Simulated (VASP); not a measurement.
# Sn (I4/mmm) in VASP: notebook, part 2 of 2

VASP 6.6.1. The steps go on from the part before.

### Step 4. Single point, PBEsol (strain +0.0400 x Voigt [1, 1, 0, 0, 0, 0])

File INCAR:

```
SYSTEM = Sn
PREC = Accurate
ENCUT = 520
EDIFF = 1E-6
ISMEAR = 0
SIGMA = 0.15
LREAL = .FALSE.
LASPH = .TRUE.
NELM = 80
ALGO = Fast
ISIF = 2
LWAVE = .FALSE.
LCHARG = .FALSE.
GGA = PS
NBANDS = 13
```

File KPOINTS:

```
Automatic mesh
0
G
  22 22 22
  0 0 0
```

File POSCAR:

```
Sn
1.0
   -1.9472908225      1.9472908225      1.8723950216
    1.9472908225     -1.9472908225      1.8723950216
    1.9472908225      1.9472908225     -1.8723950216
Sn
1
Direct
    0.0000000000      0.0000000000      0.0000000000
```

Potentials or basis: VASP PAW PBE potentials, release 64 (Sn_d).

On the command line:

```bash
> cat potpaw_PBE.64/Sn_d/POTCAR > POTCAR
> mpirun -np 1 vasp_std > vasp.out
```

OUTCAR:

```text
SYSTEM = Sn
   PREC = Accurate
   ENCUT = 520
   EDIFF = 1E-6
   ISMEAR = 0
   LREAL = .FALSE.
   LASPH = .TRUE.
   NELM = 80
   ISIF = 2
   GGA = PS

 ion  position               nearest neighbor table
   1  0.000  0.000  0.000-

  LATTYP: Found a body centered tetragonal cell.
 ALAT       =     3.8945816450
 C/A-ratio  =     0.9615384615

  Lattice vectors:

 A1 = (  -1.9472908225,   1.9472908225,   1.8723950216)
 A2 = (   1.9472908225,  -1.9472908225,   1.8723950216)
 A3 = (   1.9472908225,   1.9472908225,  -1.8723950216)

Analysis of symmetry for initial positions (statically):
=====================================================================
 Subroutine PRICEL returns:
 Original cell was already a primitive cell.

 Routine SETGRP: Setting up the symmetry group for a
 body centered tetragonal supercell.

 Subroutine GETGRP returns: Found 16 space group operations
 (whereof 16 operations were pure point group operations)
 out of a pool of 16 trial point group operations.

The static configuration has the point symmetry D_4h.

Analysis of symmetry for dynamics (positions and initial velocities):
=====================================================================
 Subroutine PRICEL returns:
 Original cell was already a primitive cell.

 Routine SETGRP: Setting up the symmetry group for a
 body centered tetragonal supercell.

 Subroutine GETGRP returns: Found 16 space group operations
 (whereof 16 operations were pure point group operations)
 out of a pool of 16 trial point group operations.

The dynamic configuration has the point symmetry D_4h.

 Subroutine INISYM returns: Found 16 space group operations
 (whereof 16 operations are pure point group operations),
 and found     1 'primitive' translations

----------------------------------------------------------------------------------------

                                     Primitive cell

  volume of cell :      28.4000

  direct lattice vectors                    reciprocal lattice vectors
    -1.947290823  1.947290823  1.872395022     0.000000000  0.256766988  0.267037668
[... 114 lines left out ...]
   LRPA    =     F    only Hartree local field effects (RPA)
 non-spin polarized calculation
 RMM-DIIS sequential band-by-band and
 Gauss-broadening in eV      SIGMA  =   0.15
  energy-cutoff  :      520.00
  volume of cell :       28.40
 maximum number of plane-waves:       784
 NGX is ok and might be reduce to    28
   NGX = 13   NGY = 13   NGZ = 13

 number of electron      14.0000000 magnetization

 Free energy of the ion-electron system (eV)
  ---------------------------------------------------
  ext. energy  EPLUGINS =         0.00000000
  ---------------------------------------------------
  free energy    TOTEN  =        -4.20535551 eV

  energy without entropy =       -4.19808390  energy(sigma->0) =       -4.20171971

 E-fermi :   7.4110     XC(G=0): -10.3015

 val. band max:        7.4086268622   @ k =  -0.1364   0.3182   0.1364
 cond. band min:       7.4183473036   @ k =  -0.4091  -0.4545   0.1364
 fundamental gap:      0.0097204414
 Fermi energy:         7.4109572227

 k-point     1 :       0.0000    0.0000    0.0000
  band No.  band energies     occupation
      1     -14.0246      2.00000
      2     -14.0155      2.00000
      3     -14.0155      2.00000
      4     -13.9069      2.00000
      5     -13.8885      2.00000
      6      -3.3788      2.00000
      7      14.8616      0.00000
      8      14.8616      0.00000
      9      15.1250      0.00000
     10      19.3146      0.00000
     11      19.3146      0.00000
     12      19.3440      0.00000
     13      19.7889      0.00000
[... 354 lines left out ...]
  band No.  band energies     occupation
      1     -14.0577      2.00000
      2     -14.0010      2.00000
      3     -13.9048      2.00000
      4     -13.8986      2.00000
      5     -13.8322      2.00000
      6       0.4559      2.00000
      7       4.1506      2.00000
      8      10.5842      0.00000
      9      12.2911      0.00000
     10      15.1952      0.00000
     11      15.8450      0.00000
     12      21.8104      0.00000
     13      22.9584      0.00000

 [... further k-points ...]

------------------------ aborting loop because EDIFF is reached ----------------------------------------

  FORCE on cell =-STRESS in cart. coord.  units (eV):
  Direction    XX          YY          ZZ          XY          YZ          ZX
  --------------------------------------------------------------------------------------
  -------------------------------------------------------------------------------------
  Total       -0.6150109     -0.6150109     -0.7741774      0.0000000      0.0000000      0.0000000
  in kB      -34.6955935    -34.6955935    -43.6749061      0.0000000      0.0000000      0.0000000
  external PRESSURE =     -37.6886977 kB  Pullay stress =       0.0000000 kB

 VOLUME and BASIS-vectors are now :
 -----------------------------------------------------------------------------
  energy-cutoff  :      520.00
  volume of cell :       28.40
      direct lattice vectors                 reciprocal lattice vectors
    -1.947290823  1.947290823  1.872395022     0.000000000  0.256766988  0.267037668
     1.947290823 -1.947290823  1.872395022     0.256766988  0.000000000  0.267037668
     1.947290823  1.947290823 -1.872395022     0.256766988  0.256766988  0.000000000

 POSITION                                       TOTAL-FORCE (eV/Angst)
 -----------------------------------------------------------------------------------
      0.00000      0.00000      0.00000        -0.000000     -0.000000     -0.000000
 -----------------------------------------------------------------------------------
    total drift:                               -0.000000      0.000000      0.000000

  FREE ENERGIE OF THE ION-ELECTRON SYSTEM (eV)
  ---------------------------------------------------
  free  energy   TOTEN  =        -4.2053555144 eV

  energy  without entropy=       -4.1980839009  energy(sigma->0) =       -4.20171971
```

stdout:

```text
POSCAR found type information on POSCAR Sn
 POSCAR found :  1 types and       1 ions
 scaLAPACK will be used
 -----------------------------------------------------------------------------
|                                                                             |
|                                                                             |
|     You enforced a specific xc type in the INCAR file but a different       |
[... 20 lines left out ...]
WARNING in EDDRMM: call to ZHEGV failed, returncode =   6  3     12
WARNING in EDDRMM: call to ZHEGV failed, returncode =   6  3     11
WARNING in EDDRMM: call to ZHEGV failed, returncode =   6  3      8
WARNING in EDDRMM: call to ZHEGV failed, returncode =   8  4     13
WARNING in EDDRMM: call to ZHEGV failed, returncode =   6  3     10
WARNING in EDDRMM: call to ZHEGV failed, returncode =   8  4     12
WARNING in EDDRMM: call to ZHEGV failed, returncode =   6  3     12
```

It took 2.4 min on 1 thread of AMD EPYC 9R45 (Zen 5), shared host; peak memory 0.36 GiB.

What came out:

* Free energy: -4.2054 eV
* Pressure: -3.8 GPa
* Band gap on the k mesh: zero (bands 7 and 8 overlap by 9.72 eV)

Caveat: the cell differs from its parent crystal (strain +0.0400 x Voigt [1, 1, 0, 0, 0, 0]); the cell stands under tension; the PAW data sets were made with another functional, which shifts forces and pressure a little; spin-orbit coupling is left out, which moves the levels of the heavy elements.

### Step 5. The runs side by side

```tsv
cell	gap on the mesh (eV)	pressure (GPa)
a = 3.308 Å, angles 108.7, 108.7, 111.1°, 1 atom	none	-3.1
a = 3.319 Å, angles 108.6, 108.6, 111.3°, 1 atom	none	-3.4
a = 3.330 Å, angles 108.4, 108.4, 111.6°, 1 atom	none	-3.8
```

Alike in all rows: task single point; level PBEsol; potentials or basis VASP PAW PBE potentials, release 64 (Sn_d); no spin polarisation; k mesh 22 × 22 × 22; cutoff (eV) 520; smearing gaussian 0.15 eV.

Caveats: the cell stands under tension; the PAW data sets were made with another functional, which shifts forces and pressure a little; spin-orbit coupling is left out, which moves the levels of the heavy elements.

Absolute energies hang on the potentials; compare differences alone.
